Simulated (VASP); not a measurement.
# Si3C (P-6m2) in VASP: notebook

Runs on Si3C. Level: PBE. Tasks: single point.

Program: VASP 6.6.1. These are calculated values, not measurements. Logs are shortened: lines on timing, memory, paths and dates and some standing lists are left out, and cuts for length are marked.

## (1) The cell of the first run

Symmetry: P-6m2, No. 187, hexagonal system. Conventional cell: a = 2.905 Å, b = 2.905 Å, c = 6.547 Å, α = 90.00°, β = 90.00°, γ = 120.00°. Si (site symmetry 3m) has 3 C at 2.07 Å and 4 Si at 2.44 to 2.65 Å within 2.7 Å. Si (site symmetry -6m2) has 12 Si at 2.65 to 2.90 Å and 2 C at 3.27 Å within 3.5 Å. C (site symmetry -6m2) has 6 Si at 2.07 Å within 2.7 Å.

## (2) Single point, PBE

The input, INCAR:

```
SYSTEM = Si3C
PREC = Accurate
ENCUT = 520
EDIFF = 1E-6
ISMEAR = 0
SIGMA = 0.1
LREAL = .False.
LASPH = .True.
NELM = 80
ALGO = Normal
ISIF = 2
LWAVE = .False.
LCHARG = .False.
GGA = PE
NBANDS = 16
```

The input, KPOINTS:

```
regular mesh
0
Gamma
  18 18 8
  0 0 0
```

The input, POSCAR:

```
Si3C
1.0
    2.9046017631      0.0000000000      0.0000000000
   -1.4523008816      2.5154589148      0.0000000000
    0.0000000000      0.0000000000      6.5468936172
Si C
3 1
Direct
    0.3333333333      0.6666666667      0.8135365191
    0.3333333333      0.6666666667      0.1864634809
    0.6666666667      0.3333333333      0.5000000000
    0.6666666667      0.3333333333      0.0000000000
```

Potentials or basis: VASP PAW PBE potentials, release 64 (Si, C).

The run is started by

```
$ cat potpaw_PBE.64/Si/POTCAR potpaw_PBE.64/C/POTCAR > POTCAR
$ mpirun -np 1 vasp_std > vasp.out
```

OUTCAR:

```text
SYSTEM = Si3C
   PREC = Accurate
   ENCUT = 520
   EDIFF = 1E-6
   ISMEAR = 0
   LREAL = .False.
   LASPH = .True.
   NELM = 80
   ISIF = 2
   GGA = PE

 ion  position               nearest neighbor table
   1  0.333  0.667  0.814-   4 2.07   4 2.07   4 2.07   2 2.44   3 2.65   3 2.65   3 2.65
   2  0.333  0.667  0.186-   4 2.07   4 2.07   4 2.07   1 2.44   3 2.65   3 2.65   3 2.65
   3  0.667  0.333  0.500-   1 2.65   2 2.65   1 2.65   2 2.65   1 2.65   2 2.65
   4  0.667  0.333  0.000-   1 2.07   2 2.07   1 2.07   2 2.07   1 2.07   2 2.07

  LATTYP: Found a hexagonal cell.
 ALAT       =     2.9046017631
 C/A-ratio  =     2.2539728855

  Lattice vectors:

 A1 = (   2.9046017631,   0.0000000000,   0.0000000000)
 A2 = (  -1.4523008816,   2.5154589148,   0.0000000000)
 A3 = (   0.0000000000,   0.0000000000,   6.5468936172)

Analysis of symmetry for initial positions (statically):
=====================================================================
 Subroutine PRICEL returns:
 Original cell was already a primitive cell.

 Routine SETGRP: Setting up the symmetry group for a
 hexagonal supercell.

 Subroutine GETGRP returns: Found 12 space group operations
 (whereof 12 operations were pure point group operations)
 out of a pool of 24 trial point group operations.

The static configuration has the point symmetry D_3h.

Analysis of symmetry for dynamics (positions and initial velocities):
=====================================================================
 Subroutine PRICEL returns:
 Original cell was already a primitive cell.

 Routine SETGRP: Setting up the symmetry group for a
 hexagonal supercell.

 Subroutine GETGRP returns: Found 12 space group operations
 (whereof 12 operations were pure point group operations)
 out of a pool of 24 trial point group operations.

The dynamic configuration has the point symmetry D_3h.

 Subroutine INISYM returns: Found 12 space group operations
 (whereof 12 operations are pure point group operations),
 and found     1 'primitive' translations

----------------------------------------------------------------------------------------

                                     Primitive cell

  volume of cell :      47.8343

  direct lattice vectors                    reciprocal lattice vectors
     2.904601763  0.000000000  0.000000000     0.344281276  0.198770887  0.000000000
    -1.452300882  2.515458915  0.000000000     0.000000000  0.397541774  0.000000000
     0.000000000  0.000000000  6.546893617     0.000000000  0.000000000  0.152744196

  length of vectors
     2.904601763  2.904601763  6.546893617     0.397541774  0.397541774  0.152744196

  position of ions in fractional coordinates (direct lattice)
     0.333333333  0.666666667  0.813536519
     0.333333333  0.666666667  0.186463481
     0.666666667  0.333333333  0.500000000
     0.666666667  0.333333333  0.000000000

  ion indices of the primitive-cell ions
   primitive index   ion index
                 1           1
                 2           2
                 3           3
                 4           4

----------------------------------------------------------------------------------------

 KPOINTS: regular mesh

Automatic generation of k-mesh.
 Grid dimensions read from file:
 generate k-points for:   18   18    8

 Generating k-lattice:

  Cartesian coordinates                     Fractional coordinates (reciprocal lattice)
     0.019126738  0.011042827  0.000000000     0.055555556  0.000000000  0.000000000
     0.000000000  0.022085654  0.000000000     0.000000000  0.055555556  0.000000000
     0.000000000  0.000000000  0.019093024     0.000000000  0.000000000  0.125000000

  Length of vectors
     0.022085654  0.022085654  0.019093024

  Shift w.r.t. Gamma in fractional coordinates (k-lattice)
     0.000000000  0.000000000  0.000000000

 Subroutine IBZKPT returns following result:
 ===========================================

 Found    185 irreducible k-points:

 Following reciprocal coordinates:
            Coordinates               Weight
  0.000000  0.000000  0.000000      1.000000
  0.055556 -0.000000  0.000000      6.000000
  0.111111 -0.000000  0.000000      6.000000
  0.166667  0.000000  0.000000      6.000000
  0.222222  0.000000  0.000000      6.000000
  0.277778 -0.000000  0.000000      6.000000
[... 16 lines left out ...]
  0.333333  0.111111  0.000000     12.000000
  0.388889  0.111111  0.000000     12.000000
 [... further k-points ...]
   k-points           NKPTS =    185   k-points in BZ     NKDIM =    185   number of bands    NBANDS=     16
   number of dos      NEDOS =    301   number of ions     NIONS =      4
   total plane-waves  NPLWV =  28800
   dimension x,y,z NGX =    24 NGY =   24 NGZ =   50
   dimension x,y,z NGXF=    48 NGYF=   48 NGZF=  100
   ions per type =               3   1
   NGX,Y,Z   is equivalent  to a cutoff of  13.74, 13.74, 12.70 a.u.
   NGXF,Y,Z  is equivalent  to a cutoff of  27.47, 27.47, 25.39 a.u.
 SYSTEM =  Si3C
   PREC   = accura    normal or accurate (medium, high low for compatibility)
   ISTART =      0    job   : 0-new  1-cont  2-samecut
   ICHARG =      2    charge: 1-file 2-atom 10-const
   ISPIN  =      1    spin polarized calculation?
   LNONCOLLINEAR =      F non collinear calculations
   LSORBIT =      F    spin-orbit coupling
   LASPH  =      T    aspherical Exc in radial PAW
   ENCUT  =  520.0 eV  38.22 Ry    6.18 a.u.   5.40  5.40 12.17*2*pi/ulx,y,z
   NELM   =     80;   NELMIN=  2; NELMDL= -5     # of ELM steps
   EDIFF  = 0.1E-05   stopping-criterion for ELM
   LREAL  =      F    real-space projection
[... 7 lines left out ...]
   TEBEG  =    0.0;   TEEND  =   0.0 temperature during run
   PSTRESS=    0.0 pullay stress
   NELECT =      16.0000    total number of electrons
   NUPDOWN=      -1.0000    fix difference up-down
   EMIN   =  10.00;   EMAX   =-10.00  energy-range for DOS
   EFERMI =   0.00;   METHOD = LEGACY
   ISMEAR =     0;   SIGMA  =   0.10  broadening in eV -4-tet -1-fermi 0-gaus
   EFERMI_NEDOS =   21; number of points for ismear=-14 and -15
   IALGO  =     38    algorithm
   IMIX   =      4    mixing-type and parameters
     AMIX     =   0.40;   BMIX     =  1.00
     AMIX_MAG =   1.60;   BMIX_MAG =  1.00
  volume/ion in A,a.u.               =      11.96        80.70
  Fermi-wavevector in a.u.,A,eV,Ry     =   1.136410  2.147504 17.570947  1.291428
  Thomas-Fermi vector in A             =   2.273115
   LORBIT       =      0    0 simple, 1 ext, 2 COOP (PROOUT), +10 PAW based schemes
   GGA     = PE    functional components
   LHFCALC =     F    Hartree Fock is set to
   AEXX    =    0.0000 exact exchange contribution
   IVDW    =     0    specifies the selected vdW correction
   LEPSILON=     F    determine dielectric tensor
   LRPA    =     F    only Hartree local field effects (RPA)
 non-spin polarized calculation
 Gauss-broadening in eV      SIGMA  =   0.10
  energy-cutoff  :      520.00
  volume of cell :       47.83
 maximum number of plane-waves:      1333
 NGX is ok and might be reduce to    24
   NGX = 11   NGY = 11   NGZ = 25

 number of electron      16.0000001 magnetization

 Free energy of the ion-electron system (eV)
  ---------------------------------------------------
  ext. energy  EPLUGINS =         0.00000000
  ---------------------------------------------------
  free energy    TOTEN  =       -22.65590969 eV

  energy without entropy =      -22.64968548  energy(sigma->0) =      -22.65279759

 E-fermi :  10.4713     XC(G=0): -11.5267

 val. band max:       10.4686487954   @ k =   0.4444   0.1111   0.2500
 cond. band min:      10.4759102204   @ k =   0.2222   0.0556   0.1250
 fundamental gap:      0.0072614250
 Fermi energy:        10.4712606329

 k-point     1 :       0.0000    0.0000    0.0000
  band No.  band energies     occupation
      1      -6.4280      2.00000
      2      -1.7843      2.00000
      3      -1.4788      2.00000
      4       6.5899      2.00000
      5       8.3973      2.00000
      6       9.4466      2.00000
[... 8 lines left out ...]
     15      18.0503      0.00000
     16      20.8654      0.00000

 k-point     2 :       0.0556   -0.0000    0.0000
  band No.  band energies     occupation
      1      -6.3649      2.00000
      2      -1.7167      2.00000
      3      -1.4110      2.00000
      4       6.6431      2.00000
      5       8.4493      2.00000
      6       9.0662      2.00000
[... 8 lines left out ...]
     15      18.1916      0.00000
     16      20.3436      0.00000

 k-point     3 :       0.1111   -0.0000    0.0000
  band No.  band energies     occupation
      1      -6.1761      2.00000
      2      -1.5141      2.00000
      3      -1.2081      2.00000
      4       6.7999      2.00000
      5       8.0388      2.00000
      6       8.6892      2.00000
[... 8 lines left out ...]
     15      18.0786      0.00000
     16      19.7123      0.00000

 k-point     4 :       0.1667    0.0000    0.0000
  band No.  band energies     occupation
      1      -5.8633      2.00000
      2      -1.1774      2.00000
      3      -0.8714      2.00000
      4       6.7949      2.00000
      5       7.0502      2.00000
      6       8.6925      2.00000
[... 8 lines left out ...]
     15      18.8021      0.00000
     16      19.1586      0.00000
[... 324 lines left out ...]
 k-point    22 :       0.2778    0.1111    0.0000
  band No.  band energies     occupation
      1      -4.0482      2.00000
      2       0.7994      2.00000
      3       1.0954      2.00000
      4       2.7902      2.00000
      5       6.4189      2.00000
      6       7.6401      2.00000
[... 8 lines left out ...]
     15      18.8868      0.00000
     16      19.2094      0.00000

 k-point    23 :       0.3333    0.1111    0.0000
  band No.  band energies     occupation
      1      -3.3217      2.00000
      2       1.3467      2.00000
      3       1.8963      2.00000
      4       1.9050      2.00000
      5       6.0546      2.00000
      6       6.6741      2.00000
[... 8 lines left out ...]
     15      18.8598      0.00000
     16      18.9667      0.00000

 k-point    24 :       0.3889    0.1111    0.0000
  band No.  band energies     occupation
      1      -2.6035      2.00000
      2       0.5243      2.00000
      3       2.6562      2.00000
      4       2.7119      2.00000
      5       5.2266      2.00000
      6       5.7957      2.00000
[... 8 lines left out ...]
     15      18.7599      0.00000
     16      18.8196      0.00000

 [... further k-points ...]
[... 5 lines left out ...]
  --------------------------------------------------------------------------------------
  -------------------------------------------------------------------------------------
  Total        0.0132402      0.0132402     -0.0454753     -0.0000000      0.0000000      0.0000000
  in kB        0.4434728      0.4434728     -1.5231649     -0.0000000      0.0000000      0.0000000
  external PRESSURE =      -0.2120731 kB  Pullay stress =       0.0000000 kB

 VOLUME and BASIS-vectors are now :
 -----------------------------------------------------------------------------
  energy-cutoff  :      520.00
  volume of cell :       47.83
      direct lattice vectors                 reciprocal lattice vectors
     2.904601763  0.000000000  0.000000000     0.344281276  0.198770887  0.000000000
    -1.452300882  2.515458915  0.000000000     0.000000000  0.397541774  0.000000000
     0.000000000  0.000000000  6.546893617     0.000000000  0.000000000  0.152744196

 POSITION                                       TOTAL-FORCE (eV/Angst)
 -----------------------------------------------------------------------------------
     -0.00000      1.67697      5.32614         0.000000     -0.000000      0.012758
     -0.00000      1.67697      1.22076         0.000000     -0.000000     -0.012758
      1.45230      0.83849      3.27345         0.000000     -0.000000     -0.000000
      1.45230      0.83849      0.00000        -0.000000      0.000000     -0.000000
 -----------------------------------------------------------------------------------
    total drift:                               -0.000000      0.000000      0.000000

  FREE ENERGIE OF THE ION-ELECTRON SYSTEM (eV)
  ---------------------------------------------------
  free  energy   TOTEN  =       -22.6559096887 eV

  energy  without entropy=      -22.6496854823  energy(sigma->0) =      -22.65279759
```

It took 84 s on 1 thread of AMD EPYC 9R45 (Zen 5), shared host; peak memory 0.22 GiB.

Results:

```yaml
Free_energy: -22.6559 eV
Pressure: 0.0 GPa
Largest_force: 0.013 eV/Å
Band_gap_on_the_k_mesh: zero (band 8 reaches 15.37 eV, above the bottom of band 9 at 7.68 eV)
```

Forces on the atoms (eV/Å):
```
Si   0.000  0.000  0.013
Si   0.000  0.000 -0.013
Si   0.000  0.000  0.000
C    0.000  0.000  0.000
```

Stress tensor (GPa, compression positive):
```
 0.04  0.00  0.00
 0.00  0.04  0.00
 0.00  0.00 -0.15
```

Levels at points of the mesh, in eV from the Fermi level:
| k point | band 6 | band 7 | band 8 | band 9 | band 10 | band 11 |
| --- | --- | --- | --- | --- | --- | --- |
| (0.00, 0.00, 0.00) | -1.02 | -1.02 | 4.77 | 6.03 | 6.03 | 7.00 |
| (0.50, 0.00, 0.00) | -5.40 | -3.30 | -0.34 | 1.52 | 2.79 | 2.85 |
| (0.00, 0.00, 0.50) | -1.02 | 2.24 | 4.45 | 5.15 | 6.01 | 6.01 |
| (0.50, 0.00, 0.50) | -3.64 | -3.28 | -2.26 | -1.46 | 1.98 | 2.33 |

## (3) Single point, PBE

This run uses another cell than the first one, of 12.01 Å³/atom, 1.004 times its volume.

The input, INCAR:

```
ALGO = Normal
EDIFF = 1E-6
ENCUT = 520
GGA = PE
ISIF = 2
ISMEAR = 0
LASPH = T
LCHARG = F
LREAL = F
LWAVE = F
NBANDS = 16
NELM = 60
PREC = Accurate
SIGMA = 0.1
```

The input, KPOINTS:

```
k-points
0
Gamma
  18 18 6
```

The input, POSCAR:

```
Si3C
1.0
    2.8876480600      0.0000000000      0.0000000000
   -1.4438240300      2.5007765772      0.0000000000
    0.0000000000      0.0000000000      6.6532786222
Si C
3 1
Direct
    0.3333333333      0.6666666667      0.8168380082
    0.3333333333      0.6666666667      0.1831619918
    0.6666666667      0.3333333333      0.5000000000
    0.6666666667      0.3333333333      0.0000000000
```

Potentials or basis: VASP PAW PBE potentials, release 64 (Si, C).

The run is started by

```
$ cat potpaw_PBE.64/Si/POTCAR potpaw_PBE.64/C/POTCAR > POTCAR
$ mpirun -np 1 vasp_std > vasp.out
```

OUTCAR:

```text
EDIFF = 1E-6
   ENCUT = 520
   GGA = PE
   ISIF = 2
   ISMEAR = 0
   LASPH = T
   LREAL = F
   NELM = 60
   PREC = Accurate

 ion  position               nearest neighbor table
   1  0.333  0.667  0.817-   4 2.07   4 2.07   4 2.07   2 2.44   3 2.69   3 2.69   3 2.69
   2  0.333  0.667  0.183-   4 2.07   4 2.07   4 2.07   1 2.44   3 2.69   3 2.69   3 2.69
   3  0.667  0.333  0.500-   1 2.69   2 2.69   1 2.69   2 2.69   1 2.69   2 2.69
   4  0.667  0.333  0.000-   1 2.07   2 2.07   1 2.07   2 2.07   1 2.07   2 2.07

  LATTYP: Found a hexagonal cell.
 ALAT       =     2.8876480600
 C/A-ratio  =     2.3040476138

  Lattice vectors:

 A1 = (   2.8876480600,   0.0000000000,   0.0000000000)
 A2 = (  -1.4438240300,   2.5007765772,   0.0000000000)
 A3 = (   0.0000000000,   0.0000000000,   6.6532786222)

Analysis of symmetry for initial positions (statically):
=====================================================================
 Subroutine PRICEL returns:
 Original cell was already a primitive cell.

[... 174 lines left out ...]
 E-fermi :  10.3667     XC(G=0): -11.5065

 val. band max:       10.3665805851   @ k =   0.3889   0.1111   0.5000
 cond. band min:      10.3684707653   @ k =   0.3333   0.3333   0.5000
 fundamental gap:      0.0018901802
 Fermi energy:        10.3666681839

 k-point     1 :       0.0000    0.0000    0.0000
  band No.  band energies     occupation
      1      -6.5570      2.00000
      2      -1.8267      2.00000
      3      -1.5692      2.00000
      4       6.3339      2.00000
      5       7.9037      2.00000
      6       9.4472      2.00000
[... 433 lines left out ...]
      3       2.6736      2.00000
      4       2.6887      2.00000
      5       5.2725      2.00000
      6       5.7814      2.00000
[... 8 lines left out ...]
     15      18.8399      0.00000
     16      18.9221      0.00000

 [... further k-points ...]

------------------------ aborting loop because EDIFF is reached ----------------------------------------

  FORCE on cell =-STRESS in cart. coord.  units (eV):
  Direction    XX          YY          ZZ          XY          YZ          ZX
  --------------------------------------------------------------------------------------
  -------------------------------------------------------------------------------------
  Total        0.0284368      0.0284368     -0.0527133      0.0000000     -0.0000000      0.0000000
  in kB        0.9482806      0.9482806     -1.7578267      0.0000000     -0.0000000      0.0000000
  external PRESSURE =       0.0462449 kB  Pullay stress =       0.0000000 kB

 VOLUME and BASIS-vectors are now :
 -----------------------------------------------------------------------------
  energy-cutoff  :      520.00
  volume of cell :       48.05
      direct lattice vectors                 reciprocal lattice vectors
     2.887648060  0.000000000  0.000000000     0.346302589  0.199937893  0.000000000
    -1.443824030  2.500776577  0.000000000     0.000000000  0.399875786  0.000000000
     0.000000000  0.000000000  6.653278622     0.000000000  0.000000000  0.150301837

 POSITION                                       TOTAL-FORCE (eV/Angst)
 -----------------------------------------------------------------------------------
     -0.00000      1.66718      5.43465        -0.000000     -0.000000      0.014272
     -0.00000      1.66718      1.21863         0.000000     -0.000000     -0.014272
      1.44382      0.83359      3.32664         0.000000     -0.000000      0.000000
      1.44382      0.83359      0.00000        -0.000000      0.000000      0.000000
 -----------------------------------------------------------------------------------
    total drift:                               -0.000000      0.000000      0.000000

  FREE ENERGIE OF THE ION-ELECTRON SYSTEM (eV)
  ---------------------------------------------------
  free  energy   TOTEN  =       -22.6550152669 eV

  energy  without entropy=      -22.6473220860  energy(sigma->0) =      -22.65116868
```

OSZICAR:

```text
N       E                     dE             d eps       ncg     rms          rms(c)
DAV:   1     0.257847908323E+02    0.25785E+02   -0.67494E+03  4736   0.879E+02
DAV:   2    -0.219448903214E+02   -0.47730E+02   -0.43786E+02  6568   0.140E+02
DAV:   3    -0.239724145057E+02   -0.20275E+01   -0.20128E+01  6264   0.260E+01
DAV:   4    -0.239854743050E+02   -0.13060E-01   -0.13058E-01  6064   0.258E+00
DAV:   5    -0.239855850636E+02   -0.11076E-03   -0.11075E-03  6576   0.214E-01    0.822E+00
DAV:   6    -0.226448115635E+02    0.13408E+01   -0.34218E+00  6000   0.121E+01    0.393E+00
DAV:   7    -0.226667668286E+02   -0.21955E-01   -0.75404E-01  5576   0.450E+00    0.202E+00
DAV:   8    -0.226565738904E+02    0.10193E-01   -0.29857E-02  6312   0.110E+00    0.618E-01
DAV:   9    -0.226549999914E+02    0.15739E-02   -0.22516E-03  6448   0.337E-01    0.122E-01
DAV:  10    -0.226550058065E+02   -0.58151E-05   -0.57603E-04  6136   0.143E-01    0.754E-02
DAV:  11    -0.226550164741E+02   -0.10668E-04   -0.24071E-05  6104   0.326E-02    0.114E-02
DAV:  12    -0.226550152933E+02    0.11807E-05   -0.53234E-06  6232   0.129E-02    0.491E-03
DAV:  13    -0.226550152669E+02    0.26408E-07   -0.30113E-07  3472   0.363E-03
   1 F= -.22655015E+02 E0= -.22651169E+02  d E =-.769318E-02
```

stdout:

```text
POSCAR found type information on POSCAR SiC
 POSCAR found :  2 types and       4 ions
 scaLAPACK will be used
 LDA part: xc-table for (Slater+PW92), standard interpolation
 POSCAR, INCAR and KPOINTS ok, starting setup
 FFT: planning ... GRIDC
 FFT: planning ... GRID_SOFT
 FFT: planning ... GRID
 WAVECAR not read
 entering main loop
```

Run time: 72 s. Hardware: 1 thread of AMD EPYC 9R45 (Zen 5), shared host; peak memory 0.2 GiB.

What came out:

```yaml
Free_energy: -22.6550 eV
Pressure: 0.0 GPa
Largest_force: 0.014 eV/Å
Band_gap_on_the_k_mesh: zero (band 8 reaches 15.53 eV, above the bottom of band 9 at 7.63 eV)
```

Forces in eV/Å, atoms in the order of the input:
```
Si   0.000  0.000  0.014
Si   0.000  0.000 -0.014
Si   0.000  0.000  0.000
C    0.000  0.000  0.000
```

Stress tensor (GPa, compression positive):
```
 0.09  0.00  0.00
 0.00  0.09  0.00
 0.00  0.00 -0.18
```
